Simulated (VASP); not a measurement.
# InAs (F-43m) in VASP: single point with PBEsol

Aim: the single point of InAs with PBEsol.

All numbers are computed with VASP 6.6.1; they aren't measurements. Logs are shortened: lines on timing, memory, paths and dates and some standing lists are left out, and cuts for length are marked.

## Step 1: The cell of the first run

The structure is cubic, space group F-43m (No. 216). Conventional cell: a = 6.088 Å, b = 6.088 Å, c = 6.088 Å, α = 90.00°, β = 90.00°, γ = 90.00°. Within 3.5 Å of In (site symmetry -43m) lie 4 As at 2.64 Å. Within 3.5 Å of As (site symmetry -43m) lie 4 In at 2.64 Å.

## Step 2: Single point, PBEsol

Contents of INCAR:

```
SYSTEM = InAs
PREC = Accurate
ENCUT = 520
EDIFF = 1E-7
ISMEAR = -1
SIGMA = 0.1
LREAL = .False.
LASPH = .True.
NELM = 80
ALGO = Normal
ISIF = 2
LWAVE = .False.
LCHARG = .True.
GGA = PS
LELF = .True.
LVHAR = .True.
NBANDS = 16
```

Contents of KPOINTS:

```
Automatic mesh
0
Gamma
  12 12 12
  0 0 0
```

Contents of POSCAR:

```
InAs
1.0
    0.0000000000      3.0439245817      3.0439245817
    3.0439245817      0.0000000000      3.0439245817
    3.0439245817      3.0439245817      0.0000000000
In As
1 1
Direct
    0.0000000000      0.0000000000      0.0000000000
    0.7500000000      0.7500000000      0.7500000000
```

Potentials or basis: VASP PAW PBE potentials, release 64 (In_d, As).

Started as:

```bash
> cat potpaw_PBE.64/In_d/POTCAR potpaw_PBE.64/As/POTCAR > POTCAR
> mpirun -np 1 vasp_std > vasp.out
```

OUTCAR:

```text
SYSTEM = InAs
   PREC = Accurate
   ENCUT = 520
   EDIFF = 1E-7
   ISMEAR = -1
   LREAL = .False.
   LASPH = .True.
   NELM = 80
   ISIF = 2
   GGA = PS

 ion  position               nearest neighbor table
   1  0.000  0.000  0.000-   2 2.64   2 2.64   2 2.64   2 2.64
   2  0.750  0.750  0.750-   1 2.64   1 2.64   1 2.64   1 2.64

  LATTYP: Found a face centered cubic cell.
 ALAT       =     6.0878491634

  Lattice vectors:

 A1 = (   0.0000000000,   3.0439245817,   3.0439245817)
 A2 = (   3.0439245817,   0.0000000000,   3.0439245817)
 A3 = (   3.0439245817,   3.0439245817,   0.0000000000)

Analysis of symmetry for initial positions (statically):
=====================================================================
 Subroutine PRICEL returns:
 Original cell was already a primitive cell.

 Routine SETGRP: Setting up the symmetry group for a
 face centered cubic supercell.

 Subroutine GETGRP returns: Found 24 space group operations
 (whereof 24 operations were pure point group operations)
 out of a pool of 48 trial point group operations.

The static configuration has the point symmetry T_d .

Analysis of symmetry for dynamics (positions and initial velocities):
=====================================================================
 Subroutine PRICEL returns:
 Original cell was already a primitive cell.

 Routine SETGRP: Setting up the symmetry group for a
 face centered cubic supercell.

 Subroutine GETGRP returns: Found 24 space group operations
 (whereof 24 operations were pure point group operations)
 out of a pool of 48 trial point group operations.

The dynamic configuration has the point symmetry T_d .

 Subroutine INISYM returns: Found 24 space group operations
 (whereof 24 operations are pure point group operations),
 and found     1 'primitive' translations

----------------------------------------------------------------------------------------

                                     Primitive cell

  volume of cell :      56.4068

  direct lattice vectors                    reciprocal lattice vectors
     0.000000000  3.043924582  3.043924582    -0.164261626  0.164261626  0.164261626
     3.043924582  0.000000000  3.043924582     0.164261626 -0.164261626  0.164261626
     3.043924582  3.043924582  0.000000000     0.164261626  0.164261626 -0.164261626

  length of vectors
     4.304759426  4.304759426  4.304759426     0.284509481  0.284509481  0.284509481

  position of ions in fractional coordinates (direct lattice)
     0.000000000  0.000000000  0.000000000
     0.750000000  0.750000000  0.750000000

  ion indices of the primitive-cell ions
   primitive index   ion index
                 1           1
                 2           2

----------------------------------------------------------------------------------------

 KPOINTS: Automatic mesh

Automatic generation of k-mesh.
 Grid dimensions read from file:
 generate k-points for:   12   12   12

 Generating k-lattice:

  Cartesian coordinates                     Fractional coordinates (reciprocal lattice)
    -0.013688469  0.013688469  0.013688469     0.083333333  0.000000000  0.000000000
     0.013688469 -0.013688469  0.013688469     0.000000000  0.083333333  0.000000000
     0.013688469  0.013688469 -0.013688469     0.000000000  0.000000000  0.083333333

  Length of vectors
     0.023709123  0.023709123  0.023709123

  Shift w.r.t. Gamma in fractional coordinates (k-lattice)
     0.000000000  0.000000000  0.000000000

 Subroutine IBZKPT returns following result:
 ===========================================

 Found     72 irreducible k-points:

 Following reciprocal coordinates:
            Coordinates               Weight
  0.000000  0.000000  0.000000      1.000000
  0.083333  0.000000  0.000000      8.000000
  0.166667  0.000000  0.000000      8.000000
  0.250000  0.000000  0.000000      8.000000
  0.333333  0.000000  0.000000      8.000000
  0.416667  0.000000  0.000000      8.000000
[... 16 lines left out ...]
  0.500000  0.166667  0.000000     24.000000
 -0.416667  0.166667  0.000000     24.000000
 [... further k-points ...]
   k-points           NKPTS =     72   k-points in BZ     NKDIM =     72   number of bands    NBANDS=     16
   number of dos      NEDOS =    301   number of ions     NIONS =      2
   total plane-waves  NPLWV =  32768
   dimension x,y,z NGX =    32 NGY =   32 NGZ =   32
   dimension x,y,z NGXF=    64 NGYF=   64 NGZF=   64
   ions per type =               1   1
   NGX,Y,Z   is equivalent  to a cutoff of  12.36, 12.36, 12.36 a.u.
   NGXF,Y,Z  is equivalent  to a cutoff of  24.72, 24.72, 24.72 a.u.
 SYSTEM =  InAs
   PREC   = accura    normal or accurate (medium, high low for compatibility)
   ISTART =      0    job   : 0-new  1-cont  2-samecut
   ICHARG =      2    charge: 1-file 2-atom 10-const
   ISPIN  =      1    spin polarized calculation?
   LNONCOLLINEAR =      F non collinear calculations
   LSORBIT =      F    spin-orbit coupling
   LASPH  =      T    aspherical Exc in radial PAW
   ENCUT  =  520.0 eV  38.22 Ry    6.18 a.u.   8.00  8.00  8.00*2*pi/ulx,y,z
   NELM   =     80;   NELMIN=  2; NELMDL= -5     # of ELM steps
   EDIFF  = 0.1E-06   stopping-criterion for ELM
   LREAL  =      F    real-space projection
   EDIFFG = 0.1E-05   stopping-criterion for IOM
   NSW    =      0    number of steps for IOM
   IBRION =     -1    ionic relax: 0-MD 1-quasi-New 2-CG
   NFREE  =      0    steps in history (QN), initial steepest desc. (CG)
   ISIF   =      2    stress and relaxation
   ISYM   =      2    0-nonsym 1-usesym 2-fastsym
   POTIM  = 0.5000    time-step for ionic-motion
   TEBEG  =    0.0;   TEEND  =   0.0 temperature during run
   PSTRESS=    0.0 pullay stress
   NELECT =      18.0000    total number of electrons
   NUPDOWN=      -1.0000    fix difference up-down
   EMIN   =  10.00;   EMAX   =-10.00  energy-range for DOS
   EFERMI =   0.00;   METHOD = LEGACY
   ISMEAR =    -1;   SIGMA  =   0.10  broadening in eV -4-tet -1-fermi 0-gaus
   EFERMI_NEDOS =   21; number of points for ismear=-14 and -15
   IALGO  =     38    algorithm
   IMIX   =      4    mixing-type and parameters
     AMIX     =   0.40;   BMIX     =  1.00
     AMIX_MAG =   1.60;   BMIX_MAG =  1.00
  volume/ion in A,a.u.               =      28.20       190.33
  Fermi-wavevector in a.u.,A,eV,Ry     =   1.118721  2.114076 17.028189  1.251537
  Thomas-Fermi vector in A             =   2.255354
   LORBIT       =      0    0 simple, 1 ext, 2 COOP (PROOUT), +10 PAW based schemes
   GGA     = PS    functional components
   LHFCALC =     F    Hartree Fock is set to
   AEXX    =    0.0000 exact exchange contribution
   IVDW    =     0    specifies the selected vdW correction
   LEPSILON=     F    determine dielectric tensor
   LRPA    =     F    only Hartree local field effects (RPA)
 non-spin polarized calculation
  energy-cutoff  :      520.00
  volume of cell :       56.41
 maximum number of plane-waves:      1540
   NGX = 17   NGY = 17   NGZ = 17

 number of electron      17.9999992 magnetization

 Free energy of the ion-electron system (eV)
  ---------------------------------------------------
  ext. energy  EPLUGINS =         0.00000000
  ---------------------------------------------------
  free energy    TOTEN  =        -8.49106620 eV

  energy without entropy =       -8.49028654  energy(sigma->0) =       -8.49067637

 E-fermi :   4.4437     XC(G=0):  -9.1964

 val. band max:        4.1705200388   @ k =   0.0000   0.0000   0.0000
 cond. band min:       4.8843904401   @ k =   0.0833   0.0000   0.0000
 fundamental gap:      0.7138704013
 Fermi energy:         4.4436759002

 k-point     1 :       0.0000    0.0000    0.0000
  band No.  band energies     occupation
      1     -10.1206      2.00000
      2     -10.1206      2.00000
      3     -10.1206      2.00000
      4     -10.0008      2.00000
      5     -10.0008      2.00000
      6      -7.5904      2.00000
[... 8 lines left out ...]
     15      13.7839      0.00000
     16      13.7839      0.00000

 k-point     2 :       0.0833    0.0000    0.0000
  band No.  band energies     occupation
      1     -10.1294      2.00000
      2     -10.1180      2.00000
      3     -10.1180      2.00000
      4     -10.0009      2.00000
      5     -10.0009      2.00000
      6      -7.5198      2.00000
[... 8 lines left out ...]
     15      13.1884      0.00000
     16      13.1884      0.00000

 k-point     3 :       0.1667    0.0000    0.0000
  band No.  band energies     occupation
      1     -10.1528      2.00000
      2     -10.1113      2.00000
      3     -10.1113      2.00000
      4     -10.0008      2.00000
      5     -10.0008      2.00000
      6      -7.3158      2.00000
[... 8 lines left out ...]
     15      12.6826      0.00000
     16      12.6826      0.00000

 k-point     4 :       0.2500    0.0000    0.0000
  band No.  band energies     occupation
      1     -10.1829      2.00000
      2     -10.1031      2.00000
      3     -10.1031      2.00000
      4      -9.9997      2.00000
      5      -9.9997      2.00000
      6      -7.0037      2.00000
[... 8 lines left out ...]
     15      12.6428      0.00000
     16      12.6428      0.00000
[... 324 lines left out ...]
 k-point    22 :       0.4167    0.1667    0.0000
  band No.  band energies     occupation
      1     -10.2371      2.00000
      2     -10.0853      2.00000
      3     -10.0795      2.00000
      4     -10.0096      2.00000
      5      -9.9898      2.00000
      6      -6.3248      2.00000
[... 8 lines left out ...]
     15      14.1094      0.00000
     16      14.8382      0.00000

 k-point    23 :       0.5000    0.1667    0.0000
  band No.  band energies     occupation
      1     -10.2473      2.00000
      2     -10.0843      2.00000
      3     -10.0778      2.00000
      4     -10.0049      2.00000
      5      -9.9911      2.00000
      6      -6.0631      2.00000
[... 8 lines left out ...]
     15      14.3944      0.00000
     16      14.9063      0.00000

 k-point    24 :      -0.4167    0.1667    0.0000
  band No.  band energies     occupation
      1     -10.2471      2.00000
      2     -10.0847      2.00000
      3     -10.0792      2.00000
      4     -10.0002      2.00000
      5      -9.9950      2.00000
      6      -6.0222      2.00000
[... 8 lines left out ...]
     15      13.7487      0.00000
     16      14.1254      0.00000

 [... further k-points ...]

------------------------ aborting loop because EDIFF is reached ----------------------------------------

  FORCE on cell =-STRESS in cart. coord.  units (eV):
  Direction    XX          YY          ZZ          XY          YZ          ZX
  --------------------------------------------------------------------------------------
  -------------------------------------------------------------------------------------
  Total        0.0232037      0.0232037      0.0232037     -0.0000000      0.0000000     -0.0000000
  in kB        0.6590763      0.6590763      0.6590763     -0.0000000      0.0000000     -0.0000000
  external PRESSURE =       0.6590763 kB  Pullay stress =       0.0000000 kB

 VOLUME and BASIS-vectors are now :
 -----------------------------------------------------------------------------
  energy-cutoff  :      520.00
  volume of cell :       56.41
      direct lattice vectors                 reciprocal lattice vectors
     0.000000000  3.043924582  3.043924582    -0.164261626  0.164261626  0.164261626
     3.043924582  0.000000000  3.043924582     0.164261626 -0.164261626  0.164261626
     3.043924582  3.043924582  0.000000000     0.164261626  0.164261626 -0.164261626

 POSITION                                       TOTAL-FORCE (eV/Angst)
 -----------------------------------------------------------------------------------
      0.00000      0.00000      0.00000        -0.000000     -0.000000     -0.000000
      4.56589      4.56589      4.56589         0.000000      0.000000      0.000000
 -----------------------------------------------------------------------------------
    total drift:                                0.000000      0.000000      0.000000

  FREE ENERGIE OF THE ION-ELECTRON SYSTEM (eV)
  ---------------------------------------------------
  free  energy   TOTEN  =        -8.4910662014 eV

  energy  without entropy=       -8.4902865374  energy(sigma->0) =       -8.49067637
```

Run time: 43 s. Hardware: 1 thread of Intel Xeon Platinum 8488C (Sapphire Rapids), shared host; peak memory 0.22 GiB.

Results:

```yaml
Free_energy: -8.4911 eV
Pressure: 0.1 GPa
Band_gap_on_the_k_mesh: zero (filled and empty bands touch)
```

Levels at points of the mesh, in eV from the Fermi level:
| k point | band 6 | band 7 | band 8 | band 9 | band 10 | band 11 | band 12 | band 13 |
| --- | --- | --- | --- | --- | --- | --- | --- | --- |
| (0.00, 0.00, 0.00) | -12.03 | -0.66 | -0.27 | -0.27 | -0.27 | 3.57 | 3.57 | 3.57 |
| (0.50, 0.00, 0.00) | -10.61 | -5.99 | -1.24 | -1.24 | 0.56 | 4.34 | 4.34 | 6.42 |
| (0.50, 0.50, 0.00) | -10.09 | -6.07 | -2.55 | -2.55 | 1.20 | 1.70 | 8.67 | 8.81 |

Caveat: semilocal functionals underestimate gaps, so a narrow gap can read as zero; the PAW data sets were made with another functional, which shifts forces and pressure a little; spin-orbit coupling is left out, which moves the levels of the heavy elements.
